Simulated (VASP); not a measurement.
# TlPd3 (P4/mmm) in VASP: notebook

TlPd3 is run at these levels: LDA; tasks: single point.

Program: VASP 6.6.1. These are calculated values, not measurements. Logs are shortened: lines on timing, memory, paths and dates and some standing lists are left out, and cuts for length are marked.

## (1) The cell of the first run

The structure is tetragonal, space group P4/mmm (No. 123). Conventional cell: a = 4.048 Å, b = 4.048 Å, c = 4.065 Å, α = 90.00°, β = 90.00°, γ = 90.00°. Within 3.8 Å of Tl (site symmetry 4/mmm) lie 12 Pd at 2.86 to 2.87 Å. Pd (site symmetry 4/mmm) has 4 Tl at 2.86 Å and 8 Pd at 2.87 Å within 3.8 Å. Pd (site symmetry mmm) has 8 Pd at 2.86 to 2.87 Å and 4 Tl at 2.87 Å within 3.8 Å.

## (2) Single point, LDA

Input file INCAR:

```
PREC = Accurate ; ENCUT = 520
EDIFF = 1E-6 ; ISMEAR = -1
SIGMA = 0.3 ; LREAL = False
LASPH = True ; NELM = 80
ALGO = Normal ; ISIF = 2
LWAVE = False ; LCHARG = False
NBANDS = 30
```

Input file KPOINTS:

```
Automatic mesh
0
Gamma
  3 3 3
```

Input file POSCAR:

```
TlPd3
1.0
    4.0477250000      0.0000000000      0.0000000000
    0.0000000000      4.0477250000      0.0000000000
    0.0000000000      0.0000000000      4.0653950000
Tl Pd
1 3
Direct
    0.0000000000      0.0000000000      0.0000000000
    0.5000000000      0.5000000000      0.0000000000
    0.5000000000      0.0000000000      0.5000000000
    0.0000000000      0.5000000000      0.5000000000
```

Potentials or basis: VASP PAW LDA potentials, release 64 (Tl_d, Pd).

On the command line:

```bash
> cat potpaw_LDA.64/Tl_d/POTCAR potpaw_LDA.64/Pd/POTCAR > POTCAR
> mpirun -np 1 vasp_std > vasp.out
```

OUTCAR:

```text
PREC = Accurate
   ENCUT = 520
   EDIFF = 1E-6
   ISMEAR = -1
   LREAL = False
   LASPH = True
   NELM = 80
   ISIF = 2

 ion  position               nearest neighbor table
   1  0.000  0.000  0.000-   2 2.86   2 2.86   2 2.86   2 2.86   4 2.87   3 2.87   4 2.87   4 2.87
                             4 2.87   3 2.87   3 2.87   3 2.87
   2  0.500  0.500  0.000-   1 2.86   1 2.86   1 2.86   1 2.86   4 2.87   3 2.87   3 2.87   3 2.87
                             4 2.87   4 2.87   4 2.87   3 2.87
   3  0.500  0.000  0.500-   4 2.86   4 2.86   4 2.86   4 2.86   2 2.87   2 2.87   2 2.87   2 2.87
                             1 2.87   1 2.87   1 2.87   1 2.87
   4  0.000  0.500  0.500-   3 2.86   3 2.86   3 2.86   3 2.86   2 2.87   1 2.87   2 2.87   1 2.87
                             2 2.87   1 2.87   2 2.87   1 2.87

  LATTYP: Found a simple tetragonal cell.
 ALAT       =     4.0477250000
 C/A-ratio  =     1.0043654151

  Lattice vectors:

 A1 = (   4.0477250000,   0.0000000000,   0.0000000000)
 A2 = (   0.0000000000,   4.0477250000,   0.0000000000)
 A3 = (   0.0000000000,   0.0000000000,   4.0653950000)

Analysis of symmetry for initial positions (statically):
=====================================================================
 Subroutine PRICEL returns:
 Original cell was already a primitive cell.

 Routine SETGRP: Setting up the symmetry group for a
 simple tetragonal supercell.

 Subroutine GETGRP returns: Found 16 space group operations
 (whereof 16 operations were pure point group operations)
 out of a pool of 16 trial point group operations.

The static configuration has the point symmetry D_4h.

Analysis of symmetry for dynamics (positions and initial velocities):
=====================================================================
 Subroutine PRICEL returns:
 Original cell was already a primitive cell.

 Routine SETGRP: Setting up the symmetry group for a
 simple tetragonal supercell.

 Subroutine GETGRP returns: Found 16 space group operations
 (whereof 16 operations were pure point group operations)
 out of a pool of 16 trial point group operations.

The dynamic configuration has the point symmetry D_4h.

 Subroutine INISYM returns: Found 16 space group operations
 (whereof 16 operations are pure point group operations),
 and found     1 'primitive' translations

----------------------------------------------------------------------------------------

                                     Primitive cell

  volume of cell :      66.6077

  direct lattice vectors                    reciprocal lattice vectors
     4.047725000  0.000000000  0.000000000     0.247052357  0.000000000  0.000000000
     0.000000000  4.047725000  0.000000000     0.000000000  0.247052357  0.000000000
     0.000000000  0.000000000  4.065395000     0.000000000  0.000000000  0.245978558

  length of vectors
     4.047725000  4.047725000  4.065395000     0.247052357  0.247052357  0.245978558

  position of ions in fractional coordinates (direct lattice)
     0.000000000  0.000000000  0.000000000
     0.500000000  0.500000000  0.000000000
     0.500000000  0.000000000  0.500000000
     0.000000000  0.500000000  0.500000000

  ion indices of the primitive-cell ions
   primitive index   ion index
                 1           1
                 2           2
                 3           3
                 4           4

----------------------------------------------------------------------------------------

 KPOINTS: Automatic mesh

Automatic generation of k-mesh.
 Grid dimensions read from file:
 generate k-points for:    3    3    3

 Generating k-lattice:

  Cartesian coordinates                     Fractional coordinates (reciprocal lattice)
     0.082350786  0.000000000  0.000000000     0.333333333  0.000000000  0.000000000
     0.000000000  0.082350786  0.000000000     0.000000000  0.333333333  0.000000000
     0.000000000  0.000000000  0.081992853     0.000000000  0.000000000  0.333333333

  Length of vectors
     0.082350786  0.082350786  0.081992853

  Shift w.r.t. Gamma in fractional coordinates (k-lattice)
     0.000000000  0.000000000  0.000000000

 Subroutine IBZKPT returns following result:
 ===========================================

 Found      6 irreducible k-points:

 Following reciprocal coordinates:
            Coordinates               Weight
  0.000000  0.000000  0.000000      1.000000
  0.333333  0.000000  0.000000      4.000000
  0.333333  0.333333  0.000000      4.000000
  0.000000  0.000000  0.333333      2.000000
  0.333333  0.000000  0.333333      8.000000
  0.333333  0.333333  0.333333      8.000000
   k-points           NKPTS =      6   k-points in BZ     NKDIM =      6   number of bands    NBANDS=     30
   number of dos      NEDOS =    301   number of ions     NIONS =      4
   total plane-waves  NPLWV =  27000
   dimension x,y,z NGX =    30 NGY =   30 NGZ =   30
   dimension x,y,z NGXF=    60 NGYF=   60 NGZF=   60
   ions per type =               1   3
   NGX,Y,Z   is equivalent  to a cutoff of  12.32, 12.32, 12.27 a.u.
   NGXF,Y,Z  is equivalent  to a cutoff of  24.64, 24.64, 24.54 a.u.
 SYSTEM =  unknown system
   PREC   = accura    normal or accurate (medium, high low for compatibility)
   ISTART =      0    job   : 0-new  1-cont  2-samecut
   ICHARG =      2    charge: 1-file 2-atom 10-const
   ISPIN  =      1    spin polarized calculation?
   LNONCOLLINEAR =      F non collinear calculations
   LSORBIT =      F    spin-orbit coupling
   LASPH  =      T    aspherical Exc in radial PAW
   ENCUT  =  520.0 eV  38.22 Ry    6.18 a.u.   7.53  7.53  7.56*2*pi/ulx,y,z
   NELM   =     80;   NELMIN=  2; NELMDL= -5     # of ELM steps
   EDIFF  = 0.1E-05   stopping-criterion for ELM
   LREAL  =      F    real-space projection
   EDIFFG = 0.1E-04   stopping-criterion for IOM
   NSW    =      0    number of steps for IOM
   IBRION =     -1    ionic relax: 0-MD 1-quasi-New 2-CG
   NFREE  =      0    steps in history (QN), initial steepest desc. (CG)
   ISIF   =      2    stress and relaxation
   ISYM   =      2    0-nonsym 1-usesym 2-fastsym
   POTIM  = 0.5000    time-step for ionic-motion
   TEBEG  =    0.0;   TEEND  =   0.0 temperature during run
   PSTRESS=    0.0 pullay stress
   NELECT =      43.0000    total number of electrons
   NUPDOWN=      -1.0000    fix difference up-down
   EMIN   =  10.00;   EMAX   =-10.00  energy-range for DOS
   EFERMI =   0.00;   METHOD = LEGACY
   ISMEAR =    -1;   SIGMA  =   0.30  broadening in eV -4-tet -1-fermi 0-gaus
   EFERMI_NEDOS =   21; number of points for ismear=-14 and -15
   IALGO  =     38    algorithm
   IMIX   =      4    mixing-type and parameters
     AMIX     =   0.40;   BMIX     =  1.00
     AMIX_MAG =   1.60;   BMIX_MAG =  1.00
  volume/ion in A,a.u.               =      16.65       112.37
  Fermi-wavevector in a.u.,A,eV,Ry     =   1.414890  2.673755 27.237697  2.001914
  Thomas-Fermi vector in A             =   2.536386
   LORBIT       =      0    0 simple, 1 ext, 2 COOP (PROOUT), +10 PAW based schemes
   GGA     = CA    functional components
   LHFCALC =     F    Hartree Fock is set to
   AEXX    =    0.0000 exact exchange contribution
   IVDW    =     0    specifies the selected vdW correction
   LEPSILON=     F    determine dielectric tensor
   LRPA    =     F    only Hartree local field effects (RPA)
 non-spin polarized calculation
  energy-cutoff  :      520.00
  volume of cell :       66.61
 maximum number of plane-waves:      1804
 NGX is ok and might be reduce to    30
   NGX = 15   NGY = 15   NGZ = 15

 number of electron      42.9999992 magnetization

 Free energy of the ion-electron system (eV)
  ---------------------------------------------------
  ext. energy  EPLUGINS =         0.00000000
  ---------------------------------------------------
  free energy    TOTEN  =       -23.54658657 eV

  energy without entropy =      -22.85797252  energy(sigma->0) =      -23.20227955

 E-fermi :   9.4800     XC(G=0): -12.9491

 val. band max:        9.2443378129   @ k =   0.0000   0.0000   0.3333
 cond. band min:       9.8771019166   @ k =   0.3333   0.3333   0.3333
 fundamental gap:      0.6327641037
 Fermi energy:         9.4799848693

 k-point     1 :       0.0000    0.0000    0.0000
  band No.  band energies     occupation
      1      -2.1539      2.00000
      2      -2.1506      2.00000
      3      -2.0228      2.00000
      4      -2.0179      2.00000
      5      -2.0179      2.00000
      6      -0.1772      2.00000
[... 22 lines left out ...]
     29      19.2671      0.00000
     30      19.2671      0.00000

 k-point     2 :       0.3333    0.0000    0.0000
  band No.  band energies     occupation
      1      -2.0757      2.00000
      2      -1.9950      2.00000
      3      -1.9709      2.00000
      4      -1.9529      2.00000
      5      -1.9507      2.00000
      6       0.8757      2.00000
[... 22 lines left out ...]
     29      18.4018      0.00000
     30      18.5141      0.00000

 k-point     3 :       0.3333    0.3333    0.0000
  band No.  band energies     occupation
      1      -2.0373      2.00000
      2      -1.9758      2.00000
      3      -1.9488      2.00000
      4      -1.9394      2.00000
      5      -1.8375      2.00000
      6       1.6406      2.00000
[... 22 lines left out ...]
     29      19.1046      0.00000
     30      19.5391      0.00000

 k-point     4 :       0.0000    0.0000    0.3333
  band No.  band energies     occupation
      1      -2.0795      2.00000
      2      -2.0007      2.00000
      3      -1.9740      2.00000
      4      -1.9490      2.00000
      5      -1.9490      2.00000
      6       0.8638      2.00000
[... 22 lines left out ...]
     29      18.4294      0.00000
     30      18.5165      0.00000

 k-point     5 :       0.3333    0.0000    0.3333
  band No.  band energies     occupation
      1      -2.0338      2.00000
      2      -1.9783      2.00000
      3      -1.9493      2.00000
      4      -1.9392      2.00000
      5      -1.8388      2.00000
      6       1.6326      2.00000
[... 22 lines left out ...]
     29      19.1521      0.00000
     30      19.5911      0.00000

 k-point     6 :       0.3333    0.3333    0.3333
  band No.  band energies     occupation
      1      -2.0441      2.00000
      2      -2.0406      2.00000
      3      -2.0304      2.00000
      4      -1.8387      2.00000
      5      -1.8363      2.00000
      6       1.8679      2.00000
[... 22 lines left out ...]
     29      22.3664      0.00000
     30      22.6420      0.00000

------------------------ aborting loop because EDIFF is reached ----------------------------------------

  FORCE on cell =-STRESS in cart. coord.  units (eV):
  Direction    XX          YY          ZZ          XY          YZ          ZX
  --------------------------------------------------------------------------------------
  -------------------------------------------------------------------------------------
  Total       -3.1006724     -3.1006724     -3.1855247      0.0000000      0.0000000      0.0000000
  in kB      -74.5833206    -74.5833206    -76.6243515      0.0000000      0.0000000      0.0000000
  external PRESSURE =     -75.2636643 kB  Pullay stress =       0.0000000 kB

 VOLUME and BASIS-vectors are now :
 -----------------------------------------------------------------------------
  energy-cutoff  :      520.00
  volume of cell :       66.61
      direct lattice vectors                 reciprocal lattice vectors
     4.047725000  0.000000000  0.000000000     0.247052357  0.000000000  0.000000000
     0.000000000  4.047725000  0.000000000     0.000000000  0.247052357  0.000000000
     0.000000000  0.000000000  4.065395000     0.000000000  0.000000000  0.245978558

 POSITION                                       TOTAL-FORCE (eV/Angst)
 -----------------------------------------------------------------------------------
      0.00000      0.00000      0.00000         0.000000      0.000000      0.000000
      2.02386      2.02386      0.00000         0.000000      0.000000      0.000000
      2.02386      0.00000      2.03270         0.000000      0.000000      0.000000
      0.00000      2.02386      2.03270         0.000000      0.000000      0.000000
 -----------------------------------------------------------------------------------
    total drift:                                0.000000      0.000000     -0.000000

  FREE ENERGIE OF THE ION-ELECTRON SYSTEM (eV)
  ---------------------------------------------------
  free  energy   TOTEN  =       -23.5465865713 eV

  energy  without entropy=      -22.8579725192  energy(sigma->0) =      -23.20227955
```

Run time: 4.8 s. Hardware: 1 thread of Intel Xeon 6975P-C (Granite Rapids), shared host; peak memory 0.15 GiB.

What came out:

```
Free energy : -23.5466 eV
Pressure    : -7.5 GPa
```

Stress tensor (GPa, compression positive):
```
-7.46  0.00  0.00
 0.00 -7.46  0.00
 0.00  0.00 -7.66
```

Caveat: the k points lie up to 0.52 Å⁻¹ apart; spin-orbit coupling is left out, which moves the levels of the heavy elements.

## (3) Single point, LDA

Input file INCAR:

```
SYSTEM = TlPd3
PREC = Accurate
ENCUT = 520
EDIFF = 1E-6
ISMEAR = -1
SIGMA = 0.3
LREAL = .FALSE.
LASPH = .TRUE.
NELM = 100
ALGO = Normal
ISIF = 2
LWAVE = .FALSE.
LCHARG = .FALSE.
GGA = CA
NBANDS = 30
```

Input file KPOINTS:

```
Automatic mesh
0
G
  3 3 3
  0 0 0
```

POSCAR is that of step 2.

Potentials or basis: VASP PAW LDA potentials, release 64 (Tl_d, Pd).

On the command line:

```bash
> cat potpaw_LDA.64/Tl_d/POTCAR potpaw_LDA.64/Pd/POTCAR > POTCAR
> mpirun -np 1 vasp_std > vasp.out
```

Wall time 5 s (1 thread of Intel Xeon 6975P-C (Granite Rapids), shared host); peak memory 0.14 GiB.

Results (log left out):

```yaml
Free_energy: -23.5466 eV
Pressure: -7.5 GPa
```

Stress tensor (GPa, compression positive):
```
-7.46  0.00  0.00
 0.00 -7.46  0.00
 0.00  0.00 -7.66
```

Levels at points of the mesh, in eV from the Fermi level:
| k point | band 20 | band 21 | band 22 | band 23 | band 24 | band 25 |
| --- | --- | --- | --- | --- | --- | --- |
| (0.00, 0.00, 0.00) | -0.26 | -0.24 | 0.82 | 0.89 | 0.89 | 4.24 |

Caveat: the k points lie up to 0.52 Å⁻¹ apart; spin-orbit coupling is left out, which moves the levels of the heavy elements.
